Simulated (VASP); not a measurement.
# Hf2Si5 in VASP: further runs

The runs below take Hf2Si5 through single point, with PBEsol.

Program: VASP 6.6.1. These are calculated values, not measurements. Logs are shortened: lines on timing, memory, paths and dates and some standing lists are left out, and cuts for length are marked.

## Step 1: The cell of the first run

The cell holds a slab with vacuum, 14 atoms: a = 3.636 Å, b = 3.650 Å, c = 29.351 Å, α = 90.00°, β = 90.00°, γ = 90.00°.

## Step 2: Single point, PBEsol

File INCAR:

```
SYSTEM = Hf2Si5
  PREC = Accurate
  ENCUT = 400
  EDIFF = 1E-6
  ISMEAR = 0
  SIGMA = 0.1
  LREAL = .FALSE.
  LASPH = .TRUE.
  NELM = 120
  ALGO = Normal
  ISIF = 2
  LWAVE = .FALSE.
  LCHARG = .TRUE.
  LDIPOL = .TRUE.
  IDIPOL = 3
  DIPOL = 0.5 0.5 0.500
  GGA = PS
  LELF = .TRUE.
  LVHAR = .TRUE.
  LVACPOTAV = .TRUE.
  NBANDS = 53
  GGA_COMPAT = .FALSE.
  NELMDL = -8
```

File KPOINTS:

```
Automatic mesh
0
G
  10 10 1
  0 0 0
```

File POSCAR:

```
Hf2Si5
1.0
    3.6361020676      0.0000000000      0.0000000000
    0.0000000000      3.6500013242      0.0000000000
    0.0000000000      0.0000000000     29.3512961764
Si Hf
10 4
Direct
    0.2500000000      0.5000000000      0.2555253422
    0.7500000000      0.0000000000      0.2557398821
    0.2500000000      0.0000000000      0.3508467669
    0.7500000000      0.0000000000      0.4047858453
    0.2500000000      0.0000000000      0.4998927301
    0.7500000000      0.5000000000      0.5001072699
    0.2500000000      0.5000000000      0.5952141547
    0.7500000000      0.5000000000      0.6491532331
    0.2500000000      0.5000000000      0.7442601179
    0.7500000000      0.0000000000      0.7444746578
    0.7500000000      0.5000000000      0.3266475211
    0.2500000000      0.5000000000      0.4289850911
    0.7500000000      0.0000000000      0.5710149089
    0.2500000000      0.0000000000      0.6733524789
```

Potentials or basis: VASP PAW PBE potentials, release 64 (Si, Hf_pv).

Run with:

```console
$ cat potpaw_PBE.64/Si/POTCAR potpaw_PBE.64/Hf_pv/POTCAR > POTCAR
$ mpirun -np 1 vasp_std > vasp.out
```

OUTCAR:

```text
SYSTEM = Hf2Si5
   PREC = Accurate
   ENCUT = 400
   EDIFF = 1E-6
   ISMEAR = 0
   LREAL = .FALSE.
   LASPH = .TRUE.
   NELM = 120
   ISIF = 2
   GGA = PS
   NELMDL = -8

 ion  position               nearest neighbor table
   1  0.250  0.500  0.256-   2 2.58   2 2.58   2 2.58   2 2.58  11 2.77  11 2.77
   2  0.750  0.000  0.256-   1 2.58   1 2.58   1 2.58   1 2.58  11 2.77  11 2.77
   3  0.250  0.000  0.351-   4 2.41   4 2.41  11 2.67  11 2.67  11 2.67  11 2.67  12 2.93  12 2.93

   4  0.750  0.000  0.405-   3 2.41   3 2.41  12 2.67  12 2.67  12 2.67  12 2.67  11 2.93  11 2.93
[... 9 lines left out ...]
   9  0.250  0.500  0.744-  10 2.58  10 2.58  10 2.58  10 2.58  14 2.77  14 2.77
  10  0.750  0.000  0.744-   9 2.58   9 2.58   9 2.58   9 2.58  14 2.77  14 2.77
  11  0.750  0.500  0.327-   3 2.67   3 2.67   3 2.67   3 2.67   2 2.77   2 2.77   1 2.77   1 2.77
                             4 2.93   4 2.93  12 3.51  12 3.51
  12  0.250  0.500  0.429-   4 2.67   4 2.67   4 2.67   4 2.67   5 2.77   5 2.77   6 2.77   6 2.77
                             3 2.93   3 2.93  11 3.51  11 3.51
  13  0.750  0.000  0.571-   7 2.67   7 2.67   7 2.67   7 2.67   6 2.77   6 2.77   5 2.77   5 2.77
                             8 2.93   8 2.93  14 3.51  14 3.51
  14  0.250  0.000  0.673-   8 2.67   8 2.67   8 2.67   8 2.67   9 2.77   9 2.77  10 2.77  10 2.77
                             7 2.93   7 2.93  13 3.51  13 3.51

  LATTYP: Found a simple orthorhombic cell.
 ALAT       =     3.6361020676
 B/A-ratio  =     1.0038225705
 C/A-ratio  =     8.0721870923

  Lattice vectors:

 A1 = (   3.6361020676,   0.0000000000,   0.0000000000)
 A2 = (   0.0000000000,   3.6500013242,   0.0000000000)
 A3 = (   0.0000000000,   0.0000000000,  29.3512961764)

Analysis of symmetry for initial positions (statically):
=====================================================================
 Subroutine PRICEL returns:
 Original cell was already a primitive cell.

 Routine SETGRP: Setting up the symmetry group for a
 simple orthorhombic supercell.

 Subroutine GETGRP returns: Found  8 space group operations
 (whereof  2 operations were pure point group operations)
 out of a pool of  8 trial point group operations.

The static configuration has the point symmetry C_1h.
 The point group associated with its full space group is D_2h.

Analysis of symmetry for dynamics (positions and initial velocities):
=====================================================================
 Subroutine PRICEL returns:
 Original cell was already a primitive cell.

 Routine SETGRP: Setting up the symmetry group for a
 simple orthorhombic supercell.

 Subroutine GETGRP returns: Found  8 space group operations
 (whereof  2 operations were pure point group operations)
 out of a pool of  8 trial point group operations.

The dynamic configuration has the point symmetry C_1h.
 The point group associated with its full space group is D_2h.

 Subroutine INISYM returns: Found  8 space group operations
 (whereof  2 operations are pure point group operations),
 and found     1 'primitive' translations

----------------------------------------------------------------------------------------

                                     Primitive cell

  volume of cell :     389.5439

  direct lattice vectors                    reciprocal lattice vectors
     3.636102068  0.000000000  0.000000000     0.275019783  0.000000000  0.000000000
     0.000000000  3.650001324  0.000000000     0.000000000  0.273972503  0.000000000
     0.000000000  0.000000000 29.351296176     0.000000000  0.000000000  0.034070046

  length of vectors
     3.636102068  3.650001324 29.351296176     0.275019783  0.273972503  0.034070046

  position of ions in fractional coordinates (direct lattice)
     0.250000000  0.500000000  0.255525342
     0.750000000  0.000000000  0.255739882
     0.250000000  0.000000000  0.350846767
     0.750000000  0.000000000  0.404785845
     0.250000000  0.000000000  0.499892730
     0.750000000  0.500000000  0.500107270
     0.250000000  0.500000000  0.595214155
     0.750000000  0.500000000  0.649153233
     0.250000000  0.500000000  0.744260118
     0.750000000  0.000000000  0.744474658
     0.750000000  0.500000000  0.326647521
     0.250000000  0.500000000  0.428985091
     0.750000000  0.000000000  0.571014909
     0.250000000  0.000000000  0.673352479

  ion indices of the primitive-cell ions
   primitive index   ion index
                 1           1
                 2           2
                 3           3
[... 35 lines left out ...]

 Found     36 irreducible k-points:

 Following reciprocal coordinates:
            Coordinates               Weight
  0.000000  0.000000  0.000000      1.000000
  0.100000  0.000000  0.000000      2.000000
  0.200000  0.000000  0.000000      2.000000
  0.300000  0.000000  0.000000      2.000000
  0.400000  0.000000  0.000000      2.000000
  0.500000  0.000000  0.000000      1.000000
[... 16 lines left out ...]
  0.400000  0.300000  0.000000      4.000000
  0.500000  0.300000  0.000000      2.000000
 [... further k-points ...]
   k-points           NKPTS =     36   k-points in BZ     NKDIM =     36   number of bands    NBANDS=     53
   number of dos      NEDOS =    301   number of ions     NIONS =     14
   total plane-waves  NPLWV = 110592
   dimension x,y,z NGX =    24 NGY =   24 NGZ =  192
   dimension x,y,z NGXF=    48 NGYF=   48 NGZF=  384
   ions per type =              10   4
   NGX,Y,Z   is equivalent  to a cutoff of  10.97, 10.93, 10.87 a.u.
   NGXF,Y,Z  is equivalent  to a cutoff of  21.95, 21.86, 21.75 a.u.
 SYSTEM =  Hf2Si5
   PREC   = accura    normal or accurate (medium, high low for compatibility)
   ISTART =      0    job   : 0-new  1-cont  2-samecut
   ICHARG =      2    charge: 1-file 2-atom 10-const
   ISPIN  =      1    spin polarized calculation?
   LNONCOLLINEAR =      F non collinear calculations
   LSORBIT =      F    spin-orbit coupling
   LASPH  =      T    aspherical Exc in radial PAW
   ENCUT  =  400.0 eV  29.40 Ry    5.42 a.u.   5.93  5.95 47.86*2*pi/ulx,y,z
   NELM   =    120;   NELMIN=  2; NELMDL= -8     # of ELM steps
   EDIFF  = 0.1E-05   stopping-criterion for ELM
   LREAL  =      F    real-space projection
   EDIFFG = 0.1E-04   stopping-criterion for IOM
   NSW    =      0    number of steps for IOM
   IBRION =     -1    ionic relax: 0-MD 1-quasi-New 2-CG
   NFREE  =      0    steps in history (QN), initial steepest desc. (CG)
   ISIF   =      2    stress and relaxation
   ISYM   =      2    0-nonsym 1-usesym 2-fastsym
   POTIM  = 0.5000    time-step for ionic-motion
   TEBEG  =    0.0;   TEEND  =   0.0 temperature during run
   PSTRESS=    0.0 pullay stress
   NELECT =      80.0000    total number of electrons
   NUPDOWN=      -1.0000    fix difference up-down
   EMIN   =  10.00;   EMAX   =-10.00  energy-range for DOS
   EFERMI =   0.00;   METHOD = LEGACY
   ISMEAR =     0;   SIGMA  =   0.10  broadening in eV -4-tet -1-fermi 0-gaus
   EFERMI_NEDOS =   21; number of points for ismear=-14 and -15
   IALGO  =     38    algorithm
   IMIX   =      4    mixing-type and parameters
     AMIX     =   0.40;   BMIX     =  1.00
     AMIX_MAG =   1.60;   BMIX_MAG =  1.00
  volume/ion in A,a.u.               =      27.82       187.77
  Fermi-wavevector in a.u.,A,eV,Ry     =   0.965872  1.825233 12.692982  0.932908
  Thomas-Fermi vector in A             =   2.095625
   LORBIT       =      0    0 simple, 1 ext, 2 COOP (PROOUT), +10 PAW based schemes
   GGA     = PS    functional components
   LHFCALC =     F    Hartree Fock is set to
   AEXX    =    0.0000 exact exchange contribution
   IVDW    =     0    specifies the selected vdW correction
   LEPSILON=     F    determine dielectric tensor
   LRPA    =     F    only Hartree local field effects (RPA)
 non-spin polarized calculation
 Gauss-broadening in eV      SIGMA  =   0.10
  energy-cutoff  :      400.00
  volume of cell :      389.54
 maximum number of plane-waves:      7146
 NGX is ok and might be reduce to    24
   NGX = 11   NGY = 11   NGZ = 95

 dipolmoment           0.000000      0.000000     -0.000000 electrons x Angstroem

 number of electron      80.0000002 magnetization

 dipolmoment           0.000000      0.000000      0.000000 electrons x Angstroem

 Free energy of the ion-electron system (eV)
  ---------------------------------------------------
  ext. energy  EPLUGINS =         0.00000000
  ---------------------------------------------------
  free energy    TOTEN  =      -104.40770792 eV

  energy without entropy =     -104.37428681  energy(sigma->0) =     -104.39099736

 E-fermi :   2.4691     XC(G=0):  -7.1232

 val. band max:        2.4633330528   @ k =   0.5000   0.0000   0.0000
 cond. band min:       2.4726353305   @ k =   0.0000   0.4000   0.0000
 fundamental gap:      0.0093022777
 Fermi energy:         2.4691362129

 k-point     1 :       0.0000    0.0000    0.0000
  band No.  band energies     occupation
      1     -28.0116      2.00000
      2     -28.0029      2.00000
      3     -27.9241      2.00000
      4     -27.9231      2.00000
      5     -27.9035      2.00000
      6     -27.9026      2.00000
[... 1309 lines left out ...]
     51       6.2411      0.00000
     52       6.2413      0.00000

 [... further k-points ...]

 [bands above 52 left out]

------------------------ aborting loop because EDIFF is reached ----------------------------------------

  FORCE on cell =-STRESS in cart. coord.  units (eV):
  Direction    XX          YY          ZZ          XY          YZ          ZX
  --------------------------------------------------------------------------------------
  -------------------------------------------------------------------------------------
  Total       -3.9204603     -3.4497604      2.4763000      0.0000000      0.0000000      0.0000000
  in kB      -16.1246862    -14.1887175     10.1849164      0.0000000      0.0000000      0.0000000
  external PRESSURE =      -6.7094958 kB  Pullay stress =       0.0000000 kB

 VOLUME and BASIS-vectors are now :
 -----------------------------------------------------------------------------
  energy-cutoff  :      400.00
  volume of cell :      389.54
      direct lattice vectors                 reciprocal lattice vectors
     3.636102068  0.000000000  0.000000000     0.275019783  0.000000000  0.000000000
     0.000000000  3.650001324  0.000000000     0.000000000  0.273972503  0.000000000
     0.000000000  0.000000000 29.351296176     0.000000000  0.000000000  0.034070046

 POSITION                                       TOTAL-FORCE (eV/Angst)
 -----------------------------------------------------------------------------------
      0.90903      1.82500      7.50000        -0.000000     -0.000000     -0.234046
      2.72708      0.00000      7.50630        -0.000000      0.000000     -0.335087
      0.90903      0.00000     10.29781        -0.000000     -0.000000     -0.418850
      2.72708      0.00000     11.88099        -0.000000     -0.000000     -0.021574
      0.90903      0.00000     14.67250        -0.000000     -0.000000      0.010827
      2.72708      1.82500     14.67880        -0.000000      0.000000     -0.010827
      0.90903      1.82500     17.47031         0.000000     -0.000000      0.021574
      2.72708      1.82500     19.05349        -0.000000      0.000000      0.418850
      0.90903      1.82500     21.84500        -0.000000      0.000000      0.335087
      2.72708      0.00000     21.85130        -0.000000     -0.000000      0.234046
      2.72708      1.82500      9.58753        -0.000000      0.000000      0.883558
      0.90903      1.82500     12.59127         0.000000      0.000000      0.093338
      2.72708      0.00000     16.76003        -0.000000      0.000000     -0.093338
      0.90903      0.00000     19.76377         0.000000     -0.000000     -0.883558
 -----------------------------------------------------------------------------------
    total drift:                               -0.000000     -0.000000      0.000000

  FREE ENERGIE OF THE ION-ELECTRON SYSTEM (eV)
  ---------------------------------------------------
  free  energy   TOTEN  =      -104.4077079172 eV

  energy  without entropy=     -104.3742868057  energy(sigma->0) =     -104.39099736

 vacuum level on the upper side and lower side of the slab         7.752         7.752
```

Wall time 9.6 min (1 thread of Intel Xeon 6975P-C (Granite Rapids), shared host); peak memory 0.56 GiB.

What came out:

- Free energy: -104.4077 eV
- Largest force: 0.884 eV/Å
- Band gap on the k mesh: zero (band 40 reaches 3.14 eV, above the bottom of band 41 at 1.94 eV)

Forces on the atoms (eV/Å):
```
Si   0.000  0.000 -0.234
Si   0.000  0.000 -0.335
Si   0.000  0.000 -0.419
Si   0.000  0.000 -0.022
Si   0.000  0.000  0.011
Si   0.000  0.000 -0.011
Si   0.000  0.000  0.022
Si   0.000  0.000  0.419
Si   0.000  0.000  0.335
Si   0.000  0.000  0.234
Hf   0.000  0.000  0.884
Hf   0.000  0.000  0.093
Hf   0.000  0.000 -0.093
Hf   0.000  0.000 -0.884
```

Levels at points of the mesh, in eV from the Fermi level:
```csv
k point,band 38,band 39,band 40,band 41,band 42,band 43
"(0.00, 0.00, 0.00)",-1.35,0.16,0.20,0.49,1.42,1.49
"(0.50, 0.00, 0.00)",-0.16,-0.01,-0.01,0.50,0.50,0.64
"(0.00, 0.50, 0.00)",-0.50,-0.02,-0.02,0.24,0.24,1.12
"(0.50, 0.50, 0.00)",-2.32,-0.42,-0.42,-0.39,-0.39,2.23
```

Caveat: the PAW data sets were made with another functional, which shifts forces and pressure a little; spin-orbit coupling is left out, which moves the levels of the heavy elements.

## Step 3: Single point, PBEsol

File INCAR:

```
SYSTEM = Hf2Si5
PREC = Accurate
ENCUT = 400
EDIFF = 1E-6
ISMEAR = 0
SIGMA = 0.1
LREAL = .FALSE.
LASPH = .TRUE.
NELM = 120
ALGO = Normal
ISIF = 2
LWAVE = .FALSE.
LCHARG = .TRUE.
LDIPOL = .TRUE.
IDIPOL = 3
DIPOL = 0.5 0.5 0.500
GGA = PS
LELF = .TRUE.
LVHAR = .TRUE.
LVACPOTAV = .TRUE.
NBANDS = 53
GGA_COMPAT = .FALSE.
NELMDL = -8
```

File KPOINTS:

```
regular mesh
0
G
  10 10 1
  0 0 0
```

File POSCAR:

```
Hf2Si5
1.0
    3.6361020676      0.0000000000      0.0000000000
    0.0000000000      3.6500013242      0.0000000000
    0.0000000000      0.0000000000     29.3512961764
Si Hf
10 4
Direct
    0.2500000000      0.5000000000      0.2544250414
    0.7500000000      0.0000000000      0.2541767592
    0.2500000000      0.0000000000      0.3478622147
    0.7500000000      0.0000000000      0.4040136373
    0.2500000000      0.0000000000      0.5000454550
    0.7500000000      0.5000000000      0.4999545672
    0.2500000000      0.5000000000      0.5959863769
    0.7500000000      0.5000000000      0.6521377803
    0.2500000000      0.5000000000      0.7458232305
    0.7500000000      0.0000000000      0.7455749452
    0.7500000000      0.5000000000      0.3289701820
    0.2500000000      0.5000000000      0.4290057322
    0.7500000000      0.0000000000      0.5709942808
    0.2500000000      0.0000000000      0.6710297973
```

Potentials or basis: VASP PAW PBE potentials, release 64 (Si, Hf_pv).

Run with:

```console
$ cat potpaw_PBE.64/Si/POTCAR potpaw_PBE.64/Hf_pv/POTCAR > POTCAR
$ mpirun -np 1 vasp_std > vasp.out
```

It took 9.1 min on 1 thread of Intel Xeon 6975P-C (Granite Rapids), shared host; peak memory 0.55 GiB.

Results (log left out):

| Item | Value |
| --- | --- |
| Free energy | -104.5250 eV |
| Largest force | 0.018 eV/Å |
| Band gap on the k mesh | zero (band 40 reaches 3.12 eV, above the bottom of band 41 at 1.83 eV) |

Forces in eV/Å, atoms in the order of the input:
```
Si   0.000  0.000 -0.006
Si   0.000  0.000 -0.008
Si   0.000  0.000  0.018
Si   0.000  0.000 -0.013
Si   0.000  0.000  0.001
Si   0.000  0.000 -0.001
Si   0.000  0.000  0.013
Si   0.000  0.000 -0.018
Si   0.000  0.000  0.008
Si   0.000  0.000  0.006
Hf   0.000  0.000 -0.009
Hf   0.000  0.000 -0.013
Hf   0.000  0.000  0.013
Hf   0.000  0.000  0.009
```

Levels at points of the mesh, in eV from the Fermi level:
| k point | band 35 | band 36 | band 37 | band 38 | band 39 | band 40 | band 41 | band 42 | band 43 | band 44 |
| --- | --- | --- | --- | --- | --- | --- | --- | --- | --- | --- |
| (0.00, 0.00, 0.00) | -1.57 | -1.56 | -1.51 | -1.30 | 0.11 | 0.20 | 0.51 | 1.40 | 1.44 | 1.83 |
| (0.50, 0.00, 0.00) | -0.44 | -0.44 | -0.27 | -0.27 | 0.24 | 0.24 | 0.66 | 0.66 | 0.90 | 0.90 |
| (0.00, 0.50, 0.00) | -0.75 | -0.75 | -0.37 | -0.37 | 0.12 | 0.12 | 0.19 | 0.19 | 1.30 | 1.30 |
| (0.50, 0.50, 0.00) | -2.90 | -2.90 | -2.21 | -2.21 | -0.57 | -0.57 | -0.53 | -0.53 | 2.43 | 2.43 |

Caveat: the PAW data sets were made with another functional, which shifts forces and pressure a little; spin-orbit coupling is left out, which moves the levels of the heavy elements.
